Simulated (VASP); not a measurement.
# BN (P-1) in VASP: a series of runs, part 3 of 3

VASP 6.6.1. The steps go on from the part before.

### 5 Single point, PBE+D3(BJ) (the part above a cut slid along it)

INCAR

```
  PREC = Accurate
  ENCUT = 520
  EDIFF = 1E-6
  ISMEAR = 0
  SIGMA = 0.05
  LREAL = False
  LASPH = True
  NELM = 100
  ALGO = Normal
  ISIF = 2
  LWAVE = False
  LCHARG = True
  GGA = PE
  IVDW = 12
  LELF = True
  LVHAR = True
  NBANDS = 26
```

KPOINTS

```
regular mesh
0
Gamma
  10 10 2
```

POSCAR

```
BN
1.0
   -2.5064381127      0.0000000000      0.0000000000
   -1.2532190563     -2.1706390786      0.0000000000
   -0.7519314338      0.0000000000     13.2336949040
B N
4 4
Direct
    0.0708333333      0.3333333333      0.8750000000
    0.2208333333      0.3333333333      0.3750000000
    0.6291666667      0.6666666667      0.1250000000
    0.4791666667      0.6666666667      0.6250000000
    0.2958333333      0.3333333333      0.1250000000
    0.1458333333      0.3333333333      0.6250000000
    0.4041666667      0.6666666667      0.8750000000
    0.5541666667      0.6666666667      0.3750000000
```

Potentials or basis: VASP PAW PBE potentials, release 64 (B, N).

The run is started by

```
> cat potpaw_PBE.64/B/POTCAR potpaw_PBE.64/N/POTCAR > POTCAR
> mpirun -np 1 vasp_std > vasp.out
```

OUTCAR:

```text
PREC = Accurate
   ENCUT = 520
   EDIFF = 1E-6
   ISMEAR = 0
   LREAL = False
   LASPH = True
   NELM = 100
   ISIF = 2
   GGA = PE
   IVDW = 12
 IVDW          = 12

 ion  position               nearest neighbor table
   1  0.071  0.333  0.875-   7 1.45   7 1.45   7 1.45
   2  0.221  0.333  0.375-   8 1.45   8 1.45   8 1.45
   3  0.629  0.667  0.125-   5 1.45   5 1.45   5 1.45
   4  0.479  0.667  0.625-   6 1.45   6 1.45   6 1.45
   5  0.296  0.333  0.125-   3 1.45   3 1.45   3 1.45
   6  0.146  0.333  0.625-   4 1.45   4 1.45   4 1.45
   7  0.404  0.667  0.875-   1 1.45   1 1.45   1 1.45
   8  0.554  0.667  0.375-   2 1.45   2 1.45   2 1.45

  LATTYP: Found a base centered monoclinic cell.
 ALAT       =     2.5064381127
 B/A-ratio  =     1.7320508076
 C/A-ratio  =     5.2883970256
 COS(beta)  =    -0.0567279647

  Lattice vectors:

 A1 = (   1.2532190564,  -2.1706390786,   0.0000000000)
 A2 = (   1.2532190563,   2.1706390786,   0.0000000000)
 A3 = (  -0.7519314338,   0.0000000000,  13.2336949040)

Analysis of symmetry for initial positions (statically):
=====================================================================
 Subroutine PRICEL returns:
 Original cell was already a primitive cell.

 Routine SETGRP: Setting up the symmetry group for a
 base centered monoclinic supercell.

 Subroutine GETGRP returns: Found  2 space group operations
 (whereof  1 operations were pure point group operations)
 out of a pool of  4 trial point group operations.

The static configuration has the point symmetry C_1 .
 The point group associated with its full space group is S_2 .

Analysis of symmetry for dynamics (positions and initial velocities):
=====================================================================
 Subroutine PRICEL returns:
 Original cell was already a primitive cell.

 Routine SETGRP: Setting up the symmetry group for a
 base centered monoclinic supercell.

 Subroutine GETGRP returns: Found  2 space group operations
 (whereof  1 operations were pure point group operations)
 out of a pool of  4 trial point group operations.

The dynamic configuration has the point symmetry C_1 .
 The point group associated with its full space group is S_2 .

 Subroutine INISYM returns: Found  2 space group operations
 (whereof  1 operations are pure point group operations),
 and found     1 'primitive' translations

----------------------------------------------------------------------------------------

                                     Primitive cell

  volume of cell :      71.9989

  direct lattice vectors                    reciprocal lattice vectors
    -2.506438113  0.000000000  0.000000000    -0.398972548  0.230346908 -0.022669406
    -1.253219056 -2.170639079  0.000000000     0.000000000 -0.460693816  0.000000000
    -0.751931434  0.000000000 13.233694904     0.000000000  0.000000000  0.075564686

  length of vectors
     2.506438113  2.506438113 13.255039860     0.461251226  0.460693816  0.075564686

  position of ions in fractional coordinates (direct lattice)
     0.070833333  0.333333333  0.875000000
     0.220833333  0.333333333  0.375000000
[... 47 lines left out ...]
  0.100000  0.000000  0.000000      2.000000
 -0.100000 -0.100000 -0.000000      2.000000
  0.200000  0.000000  0.000000      2.000000
 -0.200000 -0.200000 -0.000000      2.000000
  0.300000  0.000000  0.000000      2.000000
[... 16 lines left out ...]
  0.300000  0.400000  0.000000      2.000000
 -0.200000  0.100000 -0.000000      2.000000
 [... further k-points ...]
   k-points           NKPTS =    104   k-points in BZ     NKDIM =    104   number of bands    NBANDS=     26
   number of dos      NEDOS =    301   number of ions     NIONS =      8
   total plane-waves  NPLWV =  40000
   dimension x,y,z NGX =    20 NGY =   20 NGZ =  100
   dimension x,y,z NGXF=    40 NGYF=   40 NGZF=  200
   ions per type =               4   4
   NGX,Y,Z   is equivalent  to a cutoff of  13.27, 13.27, 12.54 a.u.
   NGXF,Y,Z  is equivalent  to a cutoff of  26.53, 26.53, 25.08 a.u.
 SYSTEM =  unknown system
   PREC   = accura    normal or accurate (medium, high low for compatibility)
   ISTART =      0    job   : 0-new  1-cont  2-samecut
   ICHARG =      2    charge: 1-file 2-atom 10-const
   ISPIN  =      1    spin polarized calculation?
   LNONCOLLINEAR =      F non collinear calculations
   LSORBIT =      F    spin-orbit coupling
   LASPH  =      T    aspherical Exc in radial PAW
   ENCUT  =  520.0 eV  38.22 Ry    6.18 a.u.   4.66  4.66 24.65*2*pi/ulx,y,z
   NELM   =    100;   NELMIN=  2; NELMDL= -5     # of ELM steps
   EDIFF  = 0.1E-05   stopping-criterion for ELM
   LREAL  =      F    real-space projection
   EDIFFG = 0.1E-04   stopping-criterion for IOM
   NSW    =      0    number of steps for IOM
   IBRION =     -1    ionic relax: 0-MD 1-quasi-New 2-CG
   NFREE  =      0    steps in history (QN), initial steepest desc. (CG)
   ISIF   =      2    stress and relaxation
   ISYM   =      2    0-nonsym 1-usesym 2-fastsym
   POTIM  = 0.5000    time-step for ionic-motion
   TEBEG  =    0.0;   TEEND  =   0.0 temperature during run
   PSTRESS=    0.0 pullay stress
   NELECT =      32.0000    total number of electrons
   NUPDOWN=      -1.0000    fix difference up-down
   EMIN   =  10.00;   EMAX   =-10.00  energy-range for DOS
   EFERMI =   0.00;   METHOD = LEGACY
   ISMEAR =     0;   SIGMA  =   0.05  broadening in eV -4-tet -1-fermi 0-gaus
   EFERMI_NEDOS =   21; number of points for ismear=-14 and -15
   IALGO  =     38    algorithm
   IMIX   =      4    mixing-type and parameters
     AMIX     =   0.40;   BMIX     =  1.00
     AMIX_MAG =   1.60;   BMIX_MAG =  1.00
  volume/ion in A,a.u.               =       9.00        60.73
  Fermi-wavevector in a.u.,A,eV,Ry     =   1.249347  2.360923 21.236882  1.560867
  Thomas-Fermi vector in A             =   2.383391
   LORBIT       =      0    0 simple, 1 ext, 2 COOP (PROOUT), +10 PAW based schemes
   GGA     = PE    functional components
   LHFCALC =     F    Hartree Fock is set to
   AEXX    =    0.0000 exact exchange contribution
   IVDW    =    12    specifies the selected vdW correction
   LEPSILON=     F    determine dielectric tensor
   LRPA    =     F    only Hartree local field effects (RPA)
 non-spin polarized calculation
 Gauss-broadening in eV      SIGMA  =   0.05
  energy-cutoff  :      520.00
  volume of cell :       72.00
 maximum number of plane-waves:      1959
   NGX =  9   NGY =  9   NGZ = 49

 number of electron      31.9999997 magnetization

 Free energy of the ion-electron system (eV)
  ---------------------------------------------------
  ext. energy  EPLUGINS =         0.00000000
  ---------------------------------------------------
  free energy    TOTEN  =       -70.29341690 eV

  energy without entropy =      -70.29341690  energy(sigma->0) =      -70.29341690

 E-fermi :   2.6619     XC(G=0): -10.0885

 val. band max:        2.3936076268   @ k =  -0.3000   0.3000   0.0000
 cond. band min:       6.3212270982   @ k =   0.5000   0.0000   0.0000
 fundamental gap:      3.9276194714
 Fermi energy:         2.6619234700

 k-point     1 :       0.0000    0.0000    0.0000
  band No.  band energies     occupation
      1     -15.4956      2.00000
      2     -15.3495      2.00000
      3     -15.3492      2.00000
      4     -15.1931      2.00000
      5      -3.9244      2.00000
      6      -2.9692      2.00000
[... 685 lines left out ...]
     25      14.2475      0.00000
     26      14.3328      0.00000

 [... further k-points ...]

------------------------ aborting loop because EDIFF is reached ----------------------------------------

 Edisp (eV)   -1.13194

 E8    (eV) :    -0.3317

  FORCE on cell =-STRESS in cart. coord.  units (eV):
  Direction    XX          YY          ZZ          XY          YZ          ZX
  --------------------------------------------------------------------------------------
  -------------------------------------------------------------------------------------
  Total       0.03795     0.03986     0.04240     0.03473     0.06532     0.06024
  in kB       0.84458     0.88709     0.94349     0.77275     1.45354     1.34057
  external pressure =        0.89 kB  Pullay stress =        0.00 kB

 VOLUME and BASIS-vectors are now :
 -----------------------------------------------------------------------------
  energy-cutoff  :      520.00
  volume of cell :       72.00
      direct lattice vectors                 reciprocal lattice vectors
    -2.506438113  0.000000000  0.000000000    -0.398972548  0.230346908 -0.022669406
    -1.253219056 -2.170639079  0.000000000     0.000000000 -0.460693816  0.000000000
    -0.751931434  0.000000000 13.233694904     0.000000000  0.000000000  0.075564686

 POSITION                                       TOTAL-FORCE (eV/Angst)
 -----------------------------------------------------------------------------------
     -1.25322     -0.72355     11.57948        -0.003753      0.010978     -0.021249
     -1.25322     -0.72355      4.96264         0.000061      0.000032      0.000365
     -2.50644     -1.44709      1.65421         0.003753     -0.010978      0.021249
     -2.50644     -1.44709      8.27106        -0.000061     -0.000032     -0.000365
     -1.25322     -0.72355      1.65421         0.014603      0.030509      0.008357
     -1.25322     -0.72355      8.27106         0.000103     -0.000015     -0.000183
     -2.50644     -1.44709     11.57948        -0.014603     -0.030509     -0.008357
     -2.50644     -1.44709      4.96264        -0.000103      0.000015      0.000183
 -----------------------------------------------------------------------------------
    total drift:                                0.000000      0.000000      0.000000

  FREE ENERGIE OF THE ION-ELECTRON SYSTEM (eV)
  ---------------------------------------------------
  free  energy   TOTEN  =       -71.4253551117 eV

  energy  without entropy=      -71.4253551117  energy(sigma->0) =      -71.42535511
```

It took 85 s on 1 thread of Intel Xeon 6975P-C (Granite Rapids), shared host; peak memory 0.28 GiB.

What came out:

| Property | Result |
| --- | --- |
| Free energy | -71.4254 eV |
| Pressure | 0.1 GPa |
| Largest force | 0.035 eV/Å |
| Band gap on the k mesh | 3.93 eV (least direct gap 4.29 eV) |
| Dispersion energy per atom | -0.141 eV |

Forces on the atoms (eV/Å):
```
B   -0.004  0.011 -0.021
B    0.000  0.000  0.000
B    0.004 -0.011  0.021
B    0.000  0.000  0.000
N    0.015  0.031  0.008
N    0.000  0.000  0.000
N   -0.015 -0.031 -0.008
N    0.000  0.000  0.000
```

Stress tensor (GPa, compression positive):
```
0.08 0.08 0.13
0.08 0.09 0.15
0.13 0.15 0.09
```

Levels at points of the mesh, in eV from the valence-band top:
```tsv
k point	band 13	band 14	band 15	band 16	band 17	band 18	band 19	band 20
(0.00, 0.00, 0.00)	-1.42	-1.41	-1.40	-1.40	5.17	7.54	7.56	10.22
(0.50, 0.00, 0.00)	-1.56	-1.04	-1.01	-0.47	3.93	4.56	4.77	5.68
(0.50, 0.50, 0.00)	-1.47	-1.18	-0.86	-0.63	4.28	4.31	5.06	5.33
(0.00, 0.50, 0.00)	-1.55	-1.02	-1.01	-0.52	4.17	4.61	4.65	5.52
(0.00, 0.00, 0.50)	-1.42	-1.41	-1.40	-1.40	5.87	5.89	9.32	9.36
(0.50, 0.00, 0.50)	-1.41	-1.40	-0.67	-0.60	3.96	4.30	5.22	5.45
(0.50, 0.50, 0.50)	-1.44	-1.21	-0.88	-0.60	4.11	4.66	4.81	5.40
(0.00, 0.50, 0.50)	-1.40	-1.39	-0.66	-0.65	4.24	4.27	5.18	5.24
```

Caveat: the cell differs from its parent crystal (the part above a cut slid along it). A k mesh can miss the band edges.

### 6 Overview

```tsv
cell	gap on the mesh (eV)	pressure (GPa)	largest force (eV/Å)
a = 2.506, b = 2.506, c = 13.243 Å, angles 88.9, 87.8, 60.0°, 8 atoms	3.99	0.1	0.02
a = 2.506, b = 2.506, c = 13.272 Å, angles 87.8, 85.7, 60.0°, 8 atoms	3.92	0.1	0.04
a = 2.506, b = 2.506, c = 13.236 Å, angles 89.5, 88.9, 60.0°, 8 atoms	4.10	0.1	0.01
a = 2.506, b = 2.506, c = 13.255 Å, angles 88.4, 86.7, 60.0°, 8 atoms	3.93	0.1	0.03
```

Alike in all rows: task single point; level PBE+D3(BJ); potentials or basis VASP PAW PBE potentials, release 64 (B, N); no spin polarisation; k mesh 10 × 10 × 2; cutoff (eV) 520; smearing gaussian 0.05 eV.

Total energies depend on the potentials used, so only differences within one code and one set of settings carry meaning.
